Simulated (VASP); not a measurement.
# SiC (P6_3mc) in VASP: notebook, part 2 of 2

VASP 6.6.1.

## (3) Single point, PBE (strain +0.080 along x and y, -0.080 along z)

INCAR reads:

```
SYSTEM = SiC
PREC = Accurate
ENCUT = 520
EDIFF = 1E-6
ISMEAR = 0
SIGMA = 0.05
LREAL = .False.
LASPH = .True.
NELM = 60
ALGO = Normal
ISIF = 2
LWAVE = .False.
LCHARG = .False.
GGA = PE
NBANDS = 26
```

KPOINTS reads:

```
regular mesh
0
Gamma
  12 12 4
  0 0 0
```

POSCAR reads:

```
SiC
1.0
    3.3416497952      0.0000000000      0.0000000000
   -1.6708248976      2.8939536132      0.0000000000
    0.0000000000      0.0000000000      9.3189920626
Si C
4 4
Direct
    0.6666666667      0.3333333333      0.9378441878
    0.3333333333      0.6666666667      0.4378441878
    0.0000000000      0.0000000000      0.6878995565
    0.0000000000      0.0000000000      0.1878995565
    0.6666666667      0.3333333333      0.7498074459
    0.3333333333      0.6666666667      0.2498074459
    0.0000000000      0.0000000000      0.5004478098
    0.0000000000      0.0000000000      0.0004478098
```

Potentials or basis: VASP PAW PBE potentials, release 64 (Si, C).

Command:

```bash
$ cat potpaw_PBE.64/Si/POTCAR potpaw_PBE.64/C/POTCAR > POTCAR
$ mpirun -np 1 vasp_std > vasp.out
```

OUTCAR:

```text
SYSTEM = SiC
   PREC = Accurate
   ENCUT = 520
   EDIFF = 1E-6
   ISMEAR = 0
   LREAL = .False.
   LASPH = .True.
   NELM = 60
   ISIF = 2
   GGA = PE

 ion  position               nearest neighbor table
   1  0.667  0.333  0.938-   5 1.75   8 2.02   8 2.02   8 2.02   3 3.02   3 3.02   3 3.02   4 3.03
                             4 3.03   4 3.03
   2  0.333  0.667  0.438-   6 1.75   7 2.02   7 2.02   7 2.02   4 3.02   4 3.02   4 3.02   3 3.03
                             3 3.03   3 3.03
   3  0.000  0.000  0.688-   7 1.75   5 2.01   5 2.01   5 2.01   1 3.02   1 3.02   1 3.02   2 3.03
                             2 3.03   2 3.03
[... 917 lines left out ...]
  Total      -18.4624537    -18.4624537     26.5831980      0.0000000      0.0000000      0.0000000
  in kB     -328.2302174   -328.2302174    472.6028837      0.0000000      0.0000000      0.0000000
  external PRESSURE =     -61.2858504 kB  Pullay stress =       0.0000000 kB

 VOLUME and BASIS-vectors are now :
 -----------------------------------------------------------------------------
  energy-cutoff  :      520.00
  volume of cell :       90.12
      direct lattice vectors                 reciprocal lattice vectors
     3.341649795  0.000000000  0.000000000     0.299253381  0.172774020  0.000000000
    -1.670824898  2.893953613  0.000000000     0.000000000  0.345548040  0.000000000
     0.000000000  0.000000000  9.318992063     0.000000000  0.000000000  0.107307742

 POSITION                                       TOTAL-FORCE (eV/Angst)
 -----------------------------------------------------------------------------------
      1.67082      0.96465      8.73976        -0.000000      0.000000      2.073890
     -0.00000      1.92930      4.08027        -0.000000     -0.000000      2.073890
      0.00000      0.00000      6.41053         0.000000     -0.000000      2.318091
      0.00000      0.00000      1.75103        -0.000000      0.000000      2.318091
      1.67082      0.96465      6.98745         0.000000      0.000000     -2.296342
     -0.00000      1.92930      2.32795        -0.000000      0.000000     -2.296342
      0.00000      0.00000      4.66367         0.000000      0.000000     -2.095639
      0.00000      0.00000      0.00417        -0.000000      0.000000     -2.095639
 -----------------------------------------------------------------------------------
    total drift:                                0.000000      0.000000     -0.000571

  FREE ENERGIE OF THE ION-ELECTRON SYSTEM (eV)
  ---------------------------------------------------
  free  energy   TOTEN  =       -57.6619585648 eV

  energy  without entropy=      -57.6619585648  energy(sigma->0) =      -57.66195856
```

OSZICAR:

```text
N       E                     dE             d eps       ncg     rms          rms(c)
DAV:   1     0.722344490963E+02    0.72234E+02   -0.14311E+04  2964   0.111E+03
DAV:   2    -0.576597695917E+02   -0.12989E+03   -0.12025E+03  3916   0.185E+02
DAV:   3    -0.649949212016E+02   -0.73352E+01   -0.72645E+01  4058   0.411E+01
DAV:   4    -0.651011806673E+02   -0.10626E+00   -0.10608E+00  3776   0.579E+00
DAV:   5    -0.651032416968E+02   -0.20610E-02   -0.20593E-02  3946   0.764E-01    0.169E+01
DAV:   6    -0.578262153261E+02    0.72770E+01   -0.19417E+01  3598   0.194E+01    0.742E+00
DAV:   7    -0.577021083216E+02    0.12411E+00   -0.20724E+00  3964   0.663E+00    0.335E+00
DAV:   8    -0.576634221923E+02    0.38686E-01   -0.12027E-01  3630   0.176E+00    0.112E+00
DAV:   9    -0.576612821199E+02    0.21401E-02   -0.20444E-02  3832   0.809E-01    0.219E-01
DAV:  10    -0.576618943402E+02   -0.61222E-03   -0.30390E-03  3516   0.296E-01    0.901E-02
DAV:  11    -0.576619558961E+02   -0.61556E-04   -0.27687E-04  3640   0.899E-02    0.326E-02
DAV:  12    -0.576619546222E+02    0.12738E-05   -0.24198E-05  3766   0.272E-02    0.121E-02
DAV:  13    -0.576619583022E+02   -0.36800E-05   -0.73329E-06  3396   0.150E-02    0.226E-03
DAV:  14    -0.576619585648E+02   -0.26260E-06   -0.42206E-07  2084   0.367E-03
   1 F= -.57661959E+02 E0= -.57661959E+02  d E =-.744196E-16
```

Wall time 2 min (1 thread of Intel Xeon 6975P-C, shared host); peak memory 0.28 GiB.

What came out:

- Free energy: -57.6620 eV
- Pressure: -6.1 GPa
- Largest force: 2.318 eV/Å
- Band gap on the k mesh: 1.34 eV, indirect (least direct gap 2.11 eV)

Forces on the atoms (eV/Å):
```
Si   0.000  0.000  2.074
Si   0.000  0.000  2.074
Si   0.000  0.000  2.318
Si   0.000  0.000  2.318
C    0.000  0.000 -2.296
C    0.000  0.000 -2.296
C    0.000  0.000 -2.096
C    0.000  0.000 -2.096
```

Stress tensor (GPa, compression positive):
```
-32.82   0.00   0.00
  0.00 -32.82   0.00
  0.00   0.00  47.26
```

Caveat: the cell differs from its parent crystal (strain +0.080 along x and y, -0.080 along z); forces of over 1 eV/Å act on the atoms, so gaps and moduli don't describe the material at rest.

## (4) Single point, PBE (strain +0.000 along x and y, +0.080 along z)

INCAR reads:

```
ALGO = Normal ; EDIFF = 1E-6
ENCUT = 520 ; GGA = PE
ISIF = 2 ; ISMEAR = 0
LASPH = True ; LCHARG = True
LELF = True ; LREAL = False
LVHAR = True ; LWAVE = False
NBANDS = 26 ; NELM = 80
PREC = Accurate ; SIGMA = 0.05
```

KPOINTS reads:

```
k-points
0
Gamma
  12 12 4
```

POSCAR, as its differences from that of step 3:

```diff
@@ -2,5 +2,5 @@
 1.0
-    3.3416497952      0.0000000000      0.0000000000
-   -1.6708248976      2.8939536132      0.0000000000
-    0.0000000000      0.0000000000      9.3189920626
+    3.0941201807      0.0000000000      0.0000000000
+   -1.5470600903      2.6795866789      0.0000000000
+    0.0000000000      0.0000000000     10.9396863344
 Si C
```

Command:

```bash
$ cat potpaw_PBE.64/Si/POTCAR potpaw_PBE.64/C/POTCAR > POTCAR
$ mpirun -np 1 vasp_std > vasp.out
```

Wall time 95 s (1 thread of Intel Xeon 6975P-C, shared host); peak memory 0.26 GiB.

The run converged. Its results:

```
Free energy            : -59.4722 eV
Pressure               : -12.5 GPa
Largest force          : 0.164 eV/Å
Band gap on the k mesh : 1.81 eV, indirect (least direct gap 3.11 eV)
```

Forces on the atoms (eV/Å):
```
Si   0.000  0.000 -0.073
Si   0.000  0.000 -0.073
Si   0.000  0.000 -0.164
Si   0.000  0.000 -0.164
C    0.000  0.000  0.141
C    0.000  0.000  0.141
C    0.000  0.000  0.096
C    0.000  0.000  0.096
```

Stress tensor (GPa, compression positive):
```
 -2.07   0.00   0.00
  0.00  -2.07   0.00
  0.00   0.00 -33.51
```

Levels at points of the mesh, in eV from the valence-band top:
| k point | band 13 | band 14 | band 15 | band 16 | band 17 | band 18 | band 19 | band 20 |
| --- | --- | --- | --- | --- | --- | --- | --- | --- |
| (0.00, 0.00, 0.00) | -0.42 | -0.42 | 0.00 | 0.00 | 3.85 | 5.32 | 5.72 | 6.19 |
| (0.50, 0.00, 0.00) | -2.17 | -2.17 | -1.78 | -1.30 | 1.81 | 2.30 | 3.91 | 4.11 |
| (0.00, 0.00, 0.50) | -0.14 | -0.14 | -0.14 | -0.14 | 5.31 | 5.31 | 5.55 | 5.55 |
| (0.50, 0.00, 0.50) | -2.53 | -2.53 | -1.59 | -1.59 | 2.53 | 2.53 | 3.78 | 3.78 |

Caveat: the cell differs from its parent crystal (strain +0.000 along x and y, +0.080 along z).

## (5) Single point, PBE (strain +0.040 along x and y, +0.000 along z)

INCAR reads:

```
ALGO = Normal
EDIFF = 1E-7
ENCUT = 520
GGA = PE
ISIF = 2
ISMEAR = 0
LASPH = True
LCHARG = False
LREAL = False
LWAVE = False
NBANDS = 26
NELM = 60
PREC = Accurate
SIGMA = 0.05
```

KPOINTS is that of step 4.

POSCAR, as its differences from that of step 4:

```diff
@@ -2,5 +2,5 @@
 1.0
-    3.0941201807      0.0000000000      0.0000000000
-   -1.5470600903      2.6795866789      0.0000000000
-    0.0000000000      0.0000000000     10.9396863344
+    3.2178849880      0.0000000000      0.0000000000
+   -1.6089424940      2.7867701460      0.0000000000
+    0.0000000000      0.0000000000     10.1293391985
 Si C
```

Command:

```bash
$ cat potpaw_PBE.64/Si/POTCAR potpaw_PBE.64/C/POTCAR > POTCAR
$ mpirun -np 1 vasp_std > vasp.out
```

Run time: 1.7 min. Hardware: 1 thread of Intel Xeon 6975P-C, shared host; peak memory 0.25 GiB.

It converged, with:

* Free energy: -59.7917 eV
* Pressure: -14.0 GPa
* Largest force: 0.279 eV/Å
* Band gap on the k mesh: 2.05 eV, indirect (least direct gap 3.12 eV)

Forces on the atoms (eV/Å):
```
Si   0.000  0.000  0.250
Si   0.000  0.000  0.250
Si   0.000  0.000  0.259
Si   0.000  0.000  0.259
C    0.000  0.000 -0.279
C    0.000  0.000 -0.279
C    0.000  0.000 -0.230
C    0.000  0.000 -0.230
```

Stress tensor (GPa, compression positive):
```
-19.88   0.00   0.00
  0.00 -19.88   0.00
  0.00   0.00  -2.19
```

Levels at points of the mesh, in eV from the valence-band top:
| k point | band 12 | band 13 | band 14 | band 15 | band 16 | band 17 | band 18 | band 19 | band 20 | band 21 |
| --- | --- | --- | --- | --- | --- | --- | --- | --- | --- | --- |
| (0.00, 0.00, 0.00) | -0.75 | -0.75 | -0.09 | -0.09 | 0.00 | 3.71 | 4.35 | 5.04 | 5.13 | 6.07 |
| (0.50, 0.00, 0.00) | -2.41 | -2.37 | -2.01 | -1.46 | -1.07 | 2.05 | 2.23 | 3.76 | 4.30 | 4.96 |
| (0.00, 0.00, 0.50) | -1.26 | -0.33 | -0.33 | -0.33 | -0.33 | 3.94 | 3.94 | 5.39 | 5.39 | 6.23 |
| (0.50, 0.00, 0.50) | -3.06 | -2.37 | -2.37 | -1.53 | -1.53 | 2.39 | 2.39 | 4.01 | 4.01 | 5.58 |

Caveat: the cell differs from its parent crystal (strain +0.040 along x and y, +0.000 along z).

## (6) Overview

| cell | gap on the mesh (eV) | pressure (GPa) | largest force (eV/Å) |
| --- | --- | --- | --- |
| a = 3.218, b = 3.218, c = 9.724 Å, angles 90.0, 90.0, 120.0°, 8 atoms | 1.78 | -5.8 | 0.92 |
| a = 3.342, b = 3.342, c = 9.319 Å, angles 90.0, 90.0, 120.0°, 8 atoms | 1.34 | -6.1 | 2.32 |
| a = 3.094, b = 3.094, c = 10.940 Å, angles 90.0, 90.0, 120.0°, 8 atoms | 1.81 | -12.5 | 0.16 |
| a = 3.218, b = 3.218, c = 10.129 Å, angles 90.0, 90.0, 120.0°, 8 atoms | 2.05 | -14.0 | 0.28 |

Alike in all rows: task single point; level PBE; potentials or basis VASP PAW PBE potentials, release 64 (Si, C); no spin polarisation; k mesh 12 × 12 × 4; cutoff (eV) 520; smearing gaussian 0.05 eV.

Caveats: forces of over 1 eV/Å act on the atoms, so gaps and moduli don't describe the material at rest (some runs).

Total energies depend on the potentials used, so only differences within one code and one set of settings carry meaning.
